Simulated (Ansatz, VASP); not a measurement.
## Two plane-wave programs on LiPS3

The input INCAR:

```
ALGO = Normal
EDIFF = 1E-7
EDIFFG = -0.08
ENCUT = 750
GGA = PE
GGA_COMPAT = False
IBRION = 2
ISIF = 3
ISMEAR = 0
LASPH = True
LCHARG = False
LREAL = False
LWAVE = False
NELM = 120
NELMIN = 4
NSW = 36
PREC = Accurate
SIGMA = 0.15
```

Contents of KPOINTS:

```
k-points
0
Gamma
  2 2 2
```

The input POSCAR:

```
LiPS3
1.0
    6.3643298900      0.0000000000      0.0000000000
   -3.1821649500      5.5116713700      0.0000000000
    0.0000000000      0.0000000000      5.7001689800
Li P S
2 2 6
Direct
    0.0000000000      0.0000000000      0.5000000000
    0.0000000000      0.0000000000      0.0000000000
    0.6666666700      0.3333333300      0.0000000000
    0.6666666700      0.3333333300      0.5000000000
    0.3358539900      0.0058700000      0.7500000000
    0.6700160100      0.6641460100      0.7500000000
    0.9941300000      0.3299839900      0.7500000000
    0.9941300000      0.6641460100      0.2500000000
    0.3358539900      0.3299839900      0.2500000000
    0.6700160100      0.0058700000      0.2500000000
```

Input for Ansatz:

```yaml
crystal:
  lattice:
    - [6.36432989, 0.0, 0.0]
    - [-3.18216495, 5.51167137, 0.0]
    - [0.0, 0.0, 5.70016898]
  atoms:
    - { symbol: Li, position: [0.0, 0.0, 0.5] }
    - { symbol: Li, position: [0.0, 0.0, 0.0] }
    - { symbol: P, position: [0.66666667, 0.33333333, 0.0] }
    - { symbol: P, position: [0.66666667, 0.33333333, 0.5] }
    - { symbol: S, position: [0.33585399, 0.00587, 0.75] }
    - { symbol: S, position: [0.67001601, 0.66414601, 0.75] }
    - { symbol: S, position: [0.99413, 0.32998399, 0.75] }
    - { symbol: S, position: [0.99413, 0.66414601, 0.25] }
    - { symbol: S, position: [0.33585399, 0.32998399, 0.25] }
    - { symbol: S, position: [0.67001601, 0.00587, 0.25] }
basis:
  ecutwfc: 420
kpoints:
  mp_grid: { grid: [2, 2, 2] }
hamiltonian:
  xc: pbe
scf:
  occupations: { method: gaussian, width: 0.15 }
  lower_state_search: "off"
output:
  forces: true
  stress: true
  eigenvalues: true
relax:
  adjacent_minimum: "off"
  f_tol: 0.08
  max_steps: 16
  cell: { stress_tol: 0.8 }
```

Change from the starting cell: species swapped into the LiScI3 type (P-6c2, No. 188).

Alike in both runs: task relaxation of cell and atoms; functional PBE; k mesh 2 × 2 × 2; occupations gaussian, width 0.15 eV; no spin polarisation.

|  | VASP | Ansatz |
| --- | --- | --- |
| version | VASP 6.6.1 | Ansatz 0.2.0 |
| potentials or method | VASP PAW PBE potentials, release 64 (Li_sv, P, S), cutoff 750 eV | scalar-relativistic, plane waves, PAW |
| valence electrons in the cell | 52 | 52 |

```csv
,VASP,Ansatz,Ansatz less VASP
"gap on the k mesh at the Fermi level, each at its own relaxed structure (eV)",none,none,-
relaxed volume (Å³/atom),17.96,18.26,+0.293
relaxed cell length with the largest relative difference (Å),5.620,5.658,+0.0381
```

A gap of «none» marks a metal or a gap that the smearing closes.

The k mesh is coarse, so the values compare programs but aren't converged.
